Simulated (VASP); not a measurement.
# TiAl (Pm-3m) in VASP: a series of runs

TiAl is run at these levels: LDA; tasks: single point.

Program: VASP 6.6.1. These are calculated values, not measurements. Logs are shortened: lines on timing, memory, paths and dates and some standing lists are left out, and cuts for length are marked.

## 1. The cell of the first run

Symmetry: Pm-3m, No. 221, cubic system. The conventional cell has a = 3.136 Å, b = 3.136 Å, c = 3.136 Å, α = 90.00°, β = 90.00°, γ = 90.00°. Ti (site symmetry m-3m) has 8 Al at 2.72 Å and 6 Ti at 3.14 Å within 3.6 Å. Within 3.6 Å of Al (site symmetry m-3m) lie 8 Ti at 2.72 Å and 6 Al at 3.14 Å.

## 2. Single point, LDA

Contents of INCAR:

```
SYSTEM = TiAl
ALGO     = Normal         ! electronic algorithm
EDIFF    = 1E-7           ! SCF threshold, eV
ENCUT    = 520            ! plane-wave cutoff, eV
ISIF     = 2              ! what is computed and relaxed
ISMEAR   = -1             ! smearing method
LASPH    = .True.         ! aspherical terms in the spheres
LCHARG   = .False.        ! write CHGCAR
LREAL    = .False.        ! projectors in reciprocal space
LWAVE    = .False.        ! write WAVECAR
NBANDS   = 14             ! bands
NELM     = 80             ! most SCF steps
PREC     = Accurate       ! precision mode
SIGMA    = 0.05           ! smearing width, eV
```

Contents of KPOINTS:

```
k-points
0
Gamma
  8 8 8
  0 0 0
```

Contents of POSCAR:

```
TiAl
1.0
    3.1360984087      0.0000000000      0.0000000000
    0.0000000000      3.1360984087      0.0000000000
    0.0000000000      0.0000000000      3.1360984087
Ti Al
1 1
Direct
    0.0000000000      0.0000000000      0.0000000000
    0.5000000000      0.5000000000      0.5000000000
```

Potentials or basis: VASP PAW LDA potentials, release 64 (Ti_sv, Al).

The run is started by

```bash
cat potpaw_LDA.64/Ti_sv/POTCAR potpaw_LDA.64/Al/POTCAR > POTCAR
mpirun -np 1 vasp_std > vasp.out
```

OUTCAR:

```text
SYSTEM = TiAl
   EDIFF = 1E-7
   ENCUT = 520
   ISIF = 2
   ISMEAR = -1
   LASPH = .True.
   LREAL = .False.
   NELM = 80
   PREC = Accurate

 ion  position               nearest neighbor table
   1  0.000  0.000  0.000-   2 2.72   2 2.72   2 2.72   2 2.72   2 2.72   2 2.72   2 2.72   2 2.72

   2  0.500  0.500  0.500-   1 2.72   1 2.72   1 2.72   1 2.72   1 2.72   1 2.72   1 2.72   1 2.72

  LATTYP: Found a simple cubic cell.
 ALAT       =     3.1360984087

  Lattice vectors:

 A1 = (   3.1360984087,   0.0000000000,   0.0000000000)
 A2 = (   0.0000000000,   3.1360984087,   0.0000000000)
 A3 = (   0.0000000000,   0.0000000000,   3.1360984087)

Analysis of symmetry for initial positions (statically):
=====================================================================
 Subroutine PRICEL returns:
 Original cell was already a primitive cell.

 Routine SETGRP: Setting up the symmetry group for a
 simple cubic supercell.

 Subroutine GETGRP returns: Found 48 space group operations
 (whereof 48 operations were pure point group operations)
 out of a pool of 48 trial point group operations.

The static configuration has the point symmetry O_h .

Analysis of symmetry for dynamics (positions and initial velocities):
=====================================================================
 Subroutine PRICEL returns:
 Original cell was already a primitive cell.

 Routine SETGRP: Setting up the symmetry group for a
 simple cubic supercell.

 Subroutine GETGRP returns: Found 48 space group operations
 (whereof 48 operations were pure point group operations)
 out of a pool of 48 trial point group operations.

The dynamic configuration has the point symmetry O_h .

 Subroutine INISYM returns: Found 48 space group operations
 (whereof 48 operations are pure point group operations),
 and found     1 'primitive' translations

----------------------------------------------------------------------------------------

                                     Primitive cell

  volume of cell :      30.8439

  direct lattice vectors                    reciprocal lattice vectors
     3.136098409  0.000000000  0.000000000     0.318867545  0.000000000  0.000000000
     0.000000000  3.136098409  0.000000000     0.000000000  0.318867545  0.000000000
     0.000000000  0.000000000  3.136098409     0.000000000  0.000000000  0.318867545

  length of vectors
     3.136098409  3.136098409  3.136098409     0.318867545  0.318867545  0.318867545

  position of ions in fractional coordinates (direct lattice)
     0.000000000  0.000000000  0.000000000
     0.500000000  0.500000000  0.500000000

  ion indices of the primitive-cell ions
   primitive index   ion index
                 1           1
                 2           2

----------------------------------------------------------------------------------------

 KPOINTS: k-points

Automatic generation of k-mesh.
 Grid dimensions read from file:
 generate k-points for:    8    8    8

 Generating k-lattice:

  Cartesian coordinates                     Fractional coordinates (reciprocal lattice)
     0.039858443  0.000000000  0.000000000     0.125000000  0.000000000  0.000000000
     0.000000000  0.039858443  0.000000000     0.000000000  0.125000000  0.000000000
     0.000000000  0.000000000  0.039858443     0.000000000  0.000000000  0.125000000

  Length of vectors
     0.039858443  0.039858443  0.039858443

  Shift w.r.t. Gamma in fractional coordinates (k-lattice)
     0.000000000  0.000000000  0.000000000

 Subroutine IBZKPT returns following result:
 ===========================================

 Found     35 irreducible k-points:

 Following reciprocal coordinates:
            Coordinates               Weight
  0.000000  0.000000  0.000000      1.000000
  0.125000  0.000000  0.000000      6.000000
  0.250000  0.000000  0.000000      6.000000
  0.375000  0.000000  0.000000      6.000000
  0.500000  0.000000  0.000000      3.000000
  0.125000  0.125000  0.000000     12.000000
[... 16 lines left out ...]
  0.375000  0.375000  0.125000     24.000000
  0.500000  0.375000  0.125000     24.000000
 [... further k-points ...]
   k-points           NKPTS =     35   k-points in BZ     NKDIM =     35   number of bands    NBANDS=     14
   number of dos      NEDOS =    301   number of ions     NIONS =      2
   total plane-waves  NPLWV =  13824
   dimension x,y,z NGX =    24 NGY =   24 NGZ =   24
   dimension x,y,z NGXF=    48 NGYF=   48 NGZF=   48
   ions per type =               1   1
   NGX,Y,Z   is equivalent  to a cutoff of  12.72, 12.72, 12.72 a.u.
   NGXF,Y,Z  is equivalent  to a cutoff of  25.45, 25.45, 25.45 a.u.
 SYSTEM =  TiAl
   PREC   = accura    normal or accurate (medium, high low for compatibility)
   ISTART =      0    job   : 0-new  1-cont  2-samecut
   ICHARG =      2    charge: 1-file 2-atom 10-const
   ISPIN  =      1    spin polarized calculation?
   LNONCOLLINEAR =      F non collinear calculations
   LSORBIT =      F    spin-orbit coupling
   LASPH  =      T    aspherical Exc in radial PAW
   ENCUT  =  520.0 eV  38.22 Ry    6.18 a.u.   5.83  5.83  5.83*2*pi/ulx,y,z
   NELM   =     80;   NELMIN=  2; NELMDL= -5     # of ELM steps
   EDIFF  = 0.1E-06   stopping-criterion for ELM
   LREAL  =      F    real-space projection
   EDIFFG = 0.1E-05   stopping-criterion for IOM
   NSW    =      0    number of steps for IOM
   IBRION =     -1    ionic relax: 0-MD 1-quasi-New 2-CG
   NFREE  =      0    steps in history (QN), initial steepest desc. (CG)
   ISIF   =      2    stress and relaxation
   ISYM   =      2    0-nonsym 1-usesym 2-fastsym
   POTIM  = 0.5000    time-step for ionic-motion
   TEBEG  =    0.0;   TEEND  =   0.0 temperature during run
   PSTRESS=    0.0 pullay stress
   NELECT =      15.0000    total number of electrons
   NUPDOWN=      -1.0000    fix difference up-down
   EMIN   =  10.00;   EMAX   =-10.00  energy-range for DOS
   EFERMI =   0.00;   METHOD = LEGACY
   ISMEAR =    -1;   SIGMA  =   0.05  broadening in eV -4-tet -1-fermi 0-gaus
   EFERMI_NEDOS =   21; number of points for ismear=-14 and -15
   IALGO  =     38    algorithm
   IMIX   =      4    mixing-type and parameters
     AMIX     =   0.40;   BMIX     =  1.00
     AMIX_MAG =   1.60;   BMIX_MAG =  1.00
  volume/ion in A,a.u.               =      15.42       104.07
  Fermi-wavevector in a.u.,A,eV,Ry     =   1.287406  2.432845 22.550493  1.657415
  Thomas-Fermi vector in A             =   2.419422
   LORBIT       =      0    0 simple, 1 ext, 2 COOP (PROOUT), +10 PAW based schemes
   GGA     = CA    functional components
   LHFCALC =     F    Hartree Fock is set to
   AEXX    =    0.0000 exact exchange contribution
   IVDW    =     0    specifies the selected vdW correction
   LEPSILON=     F    determine dielectric tensor
   LRPA    =     F    only Hartree local field effects (RPA)
 non-spin polarized calculation
  energy-cutoff  :      520.00
  volume of cell :       30.84
 maximum number of plane-waves:       852
 NGX is ok and might be reduce to    24
   NGX = 11   NGY = 11   NGZ = 11

 number of electron      14.9999994 magnetization

 Free energy of the ion-electron system (eV)
  ---------------------------------------------------
  ext. energy  EPLUGINS =         0.00000000
  ---------------------------------------------------
  free energy    TOTEN  =       -13.30231162 eV

  energy without entropy =      -13.27979319  energy(sigma->0) =      -13.29105240

 E-fermi :   8.9625     XC(G=0): -11.4943

 val. band max:        8.9133310777   @ k =   0.3750   0.2500   0.1250
 cond. band min:       8.9870374984   @ k =   0.3750   0.3750   0.2500
 fundamental gap:      0.0737064206
 Fermi energy:         8.9625377654

 k-point     1 :       0.0000    0.0000    0.0000
  band No.  band energies     occupation
      1     -47.1471      2.00000
      2     -23.7285      2.00000
      3     -23.7285      2.00000
      4     -23.7285      2.00000
      5      -0.4120      2.00000
      6       7.4515      2.00000
      7       7.4515      2.00000
      8      10.8075      0.00000
      9      10.8075      0.00000
     10      10.8075      0.00000
     11      13.5795      0.00000
     12      13.5795      0.00000
     13      13.5795      0.00000
     14      18.0997      0.00000

 k-point     2 :       0.1250    0.0000    0.0000
  band No.  band energies     occupation
      1     -47.1443      2.00000
      2     -23.7591      2.00000
      3     -23.7258      2.00000
      4     -23.7258      2.00000
      5      -0.1550      2.00000
      6       7.3153      2.00000
      7       7.5661      2.00000
      8      10.4124      0.00000
      9      10.4124      0.00000
     10      10.8387      0.00000
     11      12.7173      0.00000
     12      14.1593      0.00000
     13      14.1593      0.00000
     14      17.7435      0.00000

 k-point     3 :       0.2500    0.0000    0.0000
  band No.  band energies     occupation
      1     -47.1376      2.00000
      2     -23.8324      2.00000
      3     -23.7193      2.00000
      4     -23.7193      2.00000
      5       0.5920      2.00000
      6       6.5691      2.00000
      7       7.8681      2.00000
      8       9.7474      0.00000
      9       9.7474      0.00000
     10      10.9151      0.00000
     11      11.8820      0.00000
     12      15.4029      0.00000
     13      15.4029      0.00000
     14      16.8767      0.00000

 k-point     4 :       0.3750    0.0000    0.0000
  band No.  band energies     occupation
      1     -47.1309      2.00000
      2     -23.9048      2.00000
      3     -23.7129      2.00000
      4     -23.7129      2.00000
      5       1.7585      2.00000
      6       5.0852      2.00000
      7       8.2168      2.00000
      8       9.2567      0.00555
      9       9.2567      0.00555
     10      10.9935      0.00000
     11      11.9463      0.00000
     12      15.9955      0.00000
     13      16.9279      0.00000
     14      16.9279      0.00000

 k-point     5 :       0.5000    0.0000    0.0000
  band No.  band energies     occupation
      1     -47.1281      2.00000
      2     -23.9346      2.00000
      3     -23.7102      2.00000
      4     -23.7102      2.00000
      5       2.9430      2.00000
      6       3.7243      2.00000
      7       8.3798      1.99998
      8       9.0814      0.16970
      9       9.0814      0.16970
     10      11.0267      0.00000
     11      12.1339      0.00000
[... 276 lines left out ...]
 k-point    22 :       0.5000    0.2500    0.1250
  band No.  band energies     occupation
      1     -47.1163      2.00000
      2     -23.9153      2.00000
      3     -23.8047      2.00000
      4     -23.7293      2.00000
      5       3.4612      2.00000
      6       4.9656      2.00000
      7       7.6607      2.00000
      8       8.7499      1.97197
      9       9.6339      0.00000
     10       9.9657      0.00000
     11      12.1064      0.00000
     12      14.8485      0.00000
     13      15.7063      0.00000
     14      16.3574      0.00000

 k-point    23 :       0.3750    0.3750    0.1250
  band No.  band energies     occupation
      1     -47.1125      2.00000
      2     -23.8783      2.00000
      3     -23.8751      2.00000
      4     -23.7253      2.00000
      5       3.4006      2.00000
      6       6.2717      2.00000
      7       6.8531      2.00000
      8       8.6455      1.99648
      9       9.6916      0.00000
     10       9.9058      0.00000
     11      12.1184      0.00000
     12      13.7042      0.00000
     13      15.1523      0.00000
     14      16.4561      0.00000

 k-point    24 :       0.5000    0.3750    0.1250
  band No.  band energies     occupation
      1     -47.1098      2.00000
      2     -23.9049      2.00000
      3     -23.8726      2.00000
      4     -23.7224      2.00000
      5       3.8399      2.00000
      6       5.9671      2.00000
      7       6.9976      2.00000
      8       8.3853      1.99998
      9       9.8839      0.00000
     10       9.8969      0.00000
     11      11.9769      0.00000
     12      13.8942      0.00000
     13      14.3384      0.00000
     14      16.6477      0.00000

 [... further k-points ...]

------------------------ aborting loop because EDIFF is reached ----------------------------------------

  FORCE on cell =-STRESS in cart. coord.  units (eV):
  Direction    XX          YY          ZZ          XY          YZ          ZX
  --------------------------------------------------------------------------------------
  -------------------------------------------------------------------------------------
  Total       -0.2211651     -0.2211651     -0.2211651      0.0000000     -0.0000000     -0.0000000
  in kB      -11.4883609    -11.4883609    -11.4883609      0.0000000     -0.0000000     -0.0000000
  external PRESSURE =     -11.4883609 kB  Pullay stress =       0.0000000 kB

 VOLUME and BASIS-vectors are now :
 -----------------------------------------------------------------------------
  energy-cutoff  :      520.00
  volume of cell :       30.84
      direct lattice vectors                 reciprocal lattice vectors
     3.136098409  0.000000000  0.000000000     0.318867545  0.000000000  0.000000000
     0.000000000  3.136098409  0.000000000     0.000000000  0.318867545  0.000000000
     0.000000000  0.000000000  3.136098409     0.000000000  0.000000000  0.318867545

 POSITION                                       TOTAL-FORCE (eV/Angst)
 -----------------------------------------------------------------------------------
      0.00000      0.00000      0.00000         0.000000      0.000000      0.000000
      1.56805      1.56805      1.56805         0.000000      0.000000      0.000000
 -----------------------------------------------------------------------------------
    total drift:                                0.000000      0.000000      0.000000

  FREE ENERGIE OF THE ION-ELECTRON SYSTEM (eV)
  ---------------------------------------------------
  free  energy   TOTEN  =       -13.3023116172 eV

  energy  without entropy=      -13.2797931906  energy(sigma->0) =      -13.29105240
```

Wall time 11 s (1 thread of Intel Xeon 8259CL, shared host); peak memory 0.13 GiB.

What came out:

```
Free energy : -13.3023 eV
Pressure    : -1.1 GPa
```

[end of part 1 of 2]
